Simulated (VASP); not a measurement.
# IrRu (P-6m2) in VASP: a series of runs

IrRu is run at these levels: LDA; tasks: single point.

All numbers are computed with VASP 6.6.1; they aren't measurements. Logs are shortened: lines on timing, memory, paths and dates and some standing lists are left out, and cuts for length are marked.

## 1. The cell of the first run

It takes space group P-6m2 (No. 187, hexagonal). The conventional cell has a = 2.877 Å, b = 2.877 Å, c = 3.886 Å, α = 90.00°, β = 90.00°, γ = 120.00°. Within 3.4 Å of Ru (site symmetry -6m2) lie 6 Ir at 2.56 Å and 6 Ru at 2.88 Å. Within 3.4 Å of Ir (site symmetry -6m2) lie 6 Ru at 2.56 Å and 6 Ir at 2.88 Å.

## 2. Single point, LDA

The input, INCAR:

```
ALGO = Normal ; EDIFF = 1E-6
ENCUT = 560 ; GGA = CA
GGA_COMPAT = F ; ISIF = 2
ISMEAR = 0 ; LASPH = T
LCHARG = T ; LELF = T
LREAL = F ; LVHAR = T
LWAVE = F ; NBANDS = 24
NELM = 120 ; PREC = Accurate
SIGMA = 0.15
```

The input, KPOINTS:

```
k-points
0
Gamma
  24 24 12
```

The input, POSCAR:

```
IrRu
1.0
    2.8765992324      0.0000000000      0.0000000000
   -1.4382996162      2.4912080118      0.0000000000
    0.0000000000      0.0000000000      3.8860091085
Ru Ir
1 1
Direct
    0.6666666667      0.3333333333      0.0000000000
    0.0000000000      0.0000000000      0.5000000000
```

Potentials or basis: VASP PAW LDA potentials, release 64 (Ru_sv, Ir_sv_GW).

Launch:

```bash
$ cat potpaw_LDA.64/Ru_sv/POTCAR potpaw_LDA.64/Ir_sv_GW/POTCAR > POTCAR
$ mpirun -np 1 vasp_std > vasp.out
```

OUTCAR:

```text
EDIFF = 1E-6
   ENCUT = 560
   GGA = CA
   ISIF = 2
   ISMEAR = 0
   LASPH = T
   LREAL = F
   NELM = 120
   PREC = Accurate

 ion  position               nearest neighbor table
   1  0.667  0.333  0.000-   2 2.56   2 2.56   2 2.56   2 2.56   2 2.56   2 2.56
   2  0.000  0.000  0.500-   1 2.56   1 2.56   1 2.56   1 2.56   1 2.56   1 2.56

  LATTYP: Found a hexagonal cell.
 ALAT       =     2.8765992324
 C/A-ratio  =     1.3509038954

  Lattice vectors:

 A1 = (   2.8765992324,   0.0000000000,   0.0000000000)
 A2 = (  -1.4382996162,   2.4912080118,   0.0000000000)
 A3 = (   0.0000000000,   0.0000000000,   3.8860091085)

Analysis of symmetry for initial positions (statically):
=====================================================================
 Subroutine PRICEL returns:
 Original cell was already a primitive cell.

 Routine SETGRP: Setting up the symmetry group for a
 hexagonal supercell.

 Subroutine GETGRP returns: Found 12 space group operations
 (whereof 12 operations were pure point group operations)
 out of a pool of 24 trial point group operations.

The static configuration has the point symmetry D_3h.

Analysis of symmetry for dynamics (positions and initial velocities):
=====================================================================
 Subroutine PRICEL returns:
 Original cell was already a primitive cell.

 Routine SETGRP: Setting up the symmetry group for a
 hexagonal supercell.

 Subroutine GETGRP returns: Found 12 space group operations
 (whereof 12 operations were pure point group operations)
 out of a pool of 24 trial point group operations.

The dynamic configuration has the point symmetry D_3h.

 Subroutine INISYM returns: Found 12 space group operations
 (whereof 12 operations are pure point group operations),
 and found     1 'primitive' translations

----------------------------------------------------------------------------------------

                                     Primitive cell

  volume of cell :      27.8479

  direct lattice vectors                    reciprocal lattice vectors
     2.876599232  0.000000000  0.000000000     0.347632715  0.200705841  0.000000000
    -1.438299616  2.491208012  0.000000000     0.000000000  0.401411683  0.000000000
     0.000000000  0.000000000  3.886009109     0.000000000  0.000000000  0.257333416

[... 77 lines left out ...]
   ISPIN  =      1    spin polarized calculation?
   LNONCOLLINEAR =      F non collinear calculations
   LSORBIT =      F    spin-orbit coupling
   LASPH  =      T    aspherical Exc in radial PAW
   ENCUT  =  560.0 eV  41.16 Ry    6.42 a.u.   5.55  5.55  7.50*2*pi/ulx,y,z
   NELM   =    120;   NELMIN=  2; NELMDL= -5     # of ELM steps
   EDIFF  = 0.1E-05   stopping-criterion for ELM
   LREAL  =      F    real-space projection
   EDIFFG = 0.1E-04   stopping-criterion for IOM
   NSW    =      0    number of steps for IOM
   IBRION =     -1    ionic relax: 0-MD 1-quasi-New 2-CG
   NFREE  =      0    steps in history (QN), initial steepest desc. (CG)
   ISIF   =      2    stress and relaxation
   ISYM   =      2    0-nonsym 1-usesym 2-fastsym
   POTIM  = 0.5000    time-step for ionic-motion
   TEBEG  =    0.0;   TEEND  =   0.0 temperature during run
   PSTRESS=    0.0 pullay stress
   NELECT =      33.0000    total number of electrons
   NUPDOWN=      -1.0000    fix difference up-down
   EMIN   =  10.00;   EMAX   =-10.00  energy-range for DOS
   EFERMI =   0.00;   METHOD = LEGACY
   ISMEAR =     0;   SIGMA  =   0.15  broadening in eV -4-tet -1-fermi 0-gaus
   EFERMI_NEDOS =   21; number of points for ismear=-14 and -15
   IALGO  =     38    algorithm
   IMIX   =      4    mixing-type and parameters
     AMIX     =   0.40;   BMIX     =  1.00
     AMIX_MAG =   1.60;   BMIX_MAG =  1.00
  volume/ion in A,a.u.               =      13.92        93.96
  Fermi-wavevector in a.u.,A,eV,Ry     =   1.732401  3.273763 40.833984  3.001213
  Thomas-Fermi vector in A             =   2.806584
   LORBIT       =      0    0 simple, 1 ext, 2 COOP (PROOUT), +10 PAW based schemes
   GGA     = CA    functional components
   LHFCALC =     F    Hartree Fock is set to
   AEXX    =    0.0000 exact exchange contribution
   IVDW    =     0    specifies the selected vdW correction
   LEPSILON=     F    determine dielectric tensor
   LRPA    =     F    only Hartree local field effects (RPA)
 non-spin polarized calculation
 Gauss-broadening in eV      SIGMA  =   0.15
  energy-cutoff  :      560.00
  volume of cell :       27.85
 maximum number of plane-waves:       873
 NGX is ok and might be reduce to    24

 number of electron      32.9999995 magnetization

 Free energy of the ion-electron system (eV)
  ---------------------------------------------------
  ext. energy  EPLUGINS =         0.00000000
  ---------------------------------------------------
  free energy    TOTEN  =       -21.05832767 eV

  energy without entropy =      -21.03579985  energy(sigma->0) =      -21.04706376

 E-fermi :  13.8339     XC(G=0): -14.5923

 val. band max:       13.8335181762   @ k =   0.3333   0.2500   0.5000
 cond. band min:      13.8344332814   @ k =   0.2500   0.1250   0.3333
 fundamental gap:      0.0009151052
 Fermi energy:        13.8338611758

 k-point     1 :       0.0000    0.0000    0.0000
  band No.  band energies     occupation
      1     -78.7122      2.00000
      2     -58.9552      2.00000
      3     -35.9615      2.00000
      4     -35.5730      2.00000
      5     -35.5730      2.00000
      6     -29.2761      2.00000
[... 637 lines left out ...]
     23      26.7043      0.00000
     24      28.3800      0.00000

 [... further k-points ...]

------------------------ aborting loop because EDIFF is reached ----------------------------------------

  FORCE on cell =-STRESS in cart. coord.  units (eV):
  Direction    XX          YY          ZZ          XY          YZ          ZX
  --------------------------------------------------------------------------------------
  -------------------------------------------------------------------------------------
  Total       -3.2787810     -3.2787810      6.5755674      0.0000000      0.0000000      0.0000000
  in kB     -188.6382809   -188.6382810    378.3124632      0.0000000      0.0000000      0.0000000
  external PRESSURE =       0.3453004 kB  Pullay stress =       0.0000000 kB

 VOLUME and BASIS-vectors are now :
 -----------------------------------------------------------------------------
  energy-cutoff  :      560.00
  volume of cell :       27.85
      direct lattice vectors                 reciprocal lattice vectors
     2.876599232  0.000000000  0.000000000     0.347632715  0.200705841  0.000000000
    -1.438299616  2.491208012  0.000000000     0.000000000  0.401411683  0.000000000
     0.000000000  0.000000000  3.886009109     0.000000000  0.000000000  0.257333416

 POSITION                                       TOTAL-FORCE (eV/Angst)
 -----------------------------------------------------------------------------------
      1.43830      0.83040      0.00000         0.000000     -0.000000      0.000000
      0.00000      0.00000      1.94300        -0.000000      0.000000      0.000000
 -----------------------------------------------------------------------------------
    total drift:                               -0.000000      0.000000      0.000000

  FREE ENERGIE OF THE ION-ELECTRON SYSTEM (eV)
  ---------------------------------------------------
  free  energy   TOTEN  =       -21.0583276677 eV

  energy  without entropy=      -21.0357998503  energy(sigma->0) =      -21.04706376
```

OSZICAR:

```text
N       E                     dE             d eps       ncg     rms          rms(c)
DAV:   1     0.451854349536E+03    0.45185E+03   -0.22793E+04 20544   0.162E+03
DAV:   2    -0.954499047838E+01   -0.46140E+03   -0.44424E+03 24184   0.549E+02
DAV:   3    -0.238758008606E+02   -0.14331E+02   -0.14223E+02 24216   0.105E+02
DAV:   4    -0.239772121286E+02   -0.10141E+00   -0.10140E+00 23408   0.973E+00
DAV:   5    -0.239783278322E+02   -0.11157E-02   -0.11157E-02 24816   0.929E-01    0.739E+01
DAV:   6    -0.238630650411E+02    0.11526E+00   -0.12305E+01 23304   0.294E+01    0.496E+01
DAV:   7    -0.236259222848E+02    0.23714E+00   -0.12104E+01 23536   0.350E+01    0.272E+01
DAV:   8    -0.210604590422E+02    0.25655E+01   -0.41128E+00 23368   0.203E+01    0.647E+00
DAV:   9    -0.210620381095E+02   -0.15791E-02   -0.23353E-01 21944   0.381E+00    0.379E+00
DAV:  10    -0.210587791226E+02    0.32590E-02   -0.75118E-03 24416   0.800E-01    0.175E+00
DAV:  11    -0.210583980472E+02    0.38108E-03   -0.15492E-03 24464   0.360E-01    0.273E-01
DAV:  12    -0.210583294615E+02    0.68586E-04   -0.20909E-04 23472   0.159E-01    0.285E-02
DAV:  13    -0.210583278752E+02    0.15863E-05   -0.64158E-06 21088   0.206E-02    0.279E-02
DAV:  14    -0.210583276677E+02    0.20751E-06   -0.68205E-07 14760   0.729E-03
   1 F= -.21058328E+02 E0= -.21047064E+02  d E =-.225278E-01
```

stdout:

```text
POSCAR found type information on POSCAR RuIr
 POSCAR found :  2 types and       2 ions
 scaLAPACK will be used
 LDA part: xc-table for (Slater(with rela. corr.)+CA(PZ))
 , standard interpolation
 POSCAR, INCAR and KPOINTS ok, starting setup
 FFT: planning ... GRIDC
 FFT: planning ... GRID_SOFT
 FFT: planning ... GRID
 WAVECAR not read
 entering main loop
```

Run time: 3.5 min. Hardware: 1 thread of Intel Xeon Platinum 8259CL at 2.50GHz (Skylake/Cascade Lake), shared host; peak memory 0.41 GiB.

What came out:

| Item | Value |
| --- | --- |
| Free energy | -21.0583 eV |
| Pressure | 0.0 GPa |
| Band gap on the k mesh | zero (an odd number of electrons rules out a gap without spin polarisation) |

Caveat: the stress differs along the axes, from -19 to 38 GPa; spin-orbit coupling is left out, which moves the levels of the heavy elements.

## 3. Single point, LDA

This run uses another cell than the first one, of the same volume but with other edges.

The input, INCAR:

```
  PREC = Accurate
  ENCUT = 560
  EDIFF = 1E-6
  ISMEAR = 0
  SIGMA = 0.15
  LREAL = F
  LASPH = T
  NELM = 120
  ALGO = Normal
  ISIF = 2
  LWAVE = F
  LCHARG = F
  NBANDS = 24
  GGA_COMPAT = F
```

The input, KPOINTS:

```
regular mesh
0
Gamma
  24 24 12
```

The input, POSCAR:

```
IrRu
1.0
    2.5642395055      0.0000000000      0.0000000000
   -1.2821197528      2.2206965532      0.0000000000
    0.0000000000      0.0000000000      4.8904110165
Ru Ir
1 1
Direct
    0.6666666667      0.3333333333      0.0000000000
    0.0000000000      0.0000000000      0.5000000000
```

Potentials or basis: VASP PAW LDA potentials, release 64 (Ru_sv, Ir_sv_GW).

Launch:

```bash
$ cat potpaw_LDA.64/Ru_sv/POTCAR potpaw_LDA.64/Ir_sv_GW/POTCAR > POTCAR
$ mpirun -np 1 vasp_std > vasp.out
```

Wall time 3.5 min (1 thread of Intel Xeon Platinum 8488C (Sapphire Rapids), shared host); peak memory 0.41 GiB.

The run converged. Its results:

| Item | Value |
| --- | --- |
| Free energy | -20.8659 eV |
| Pressure | 1.1 GPa |
| Band gap on the k mesh | zero (an odd number of electrons rules out a gap without spin polarisation) |

Stress tensor (GPa, compression positive):
```
 24.46   0.00   0.00
  0.00  24.46   0.00
  0.00   0.00 -45.54
```

Levels at points of the mesh, in eV from the Fermi level:
```csv
k point,band 13,band 14,band 15,band 16,band 17,band 18,band 19,band 20
"(0.00, 0.00, 0.00)",-3.51,-2.38,-2.38,-1.25,-0.42,-0.42,1.04,1.04
"(0.50, 0.00, 0.00)",-2.76,-2.16,-1.76,0.92,2.29,2.53,3.77,5.76
"(0.00, 0.00, 0.50)",-3.55,-3.55,-2.53,-2.53,0.25,0.25,0.62,0.62
"(0.50, 0.00, 0.50)",-1.12,-0.54,-0.34,0.09,2.32,2.41,2.51,3.13
```

Caveat: the stress differs along the axes, from -46 to 24 GPa; spin-orbit coupling is left out, which moves the levels of the heavy elements.
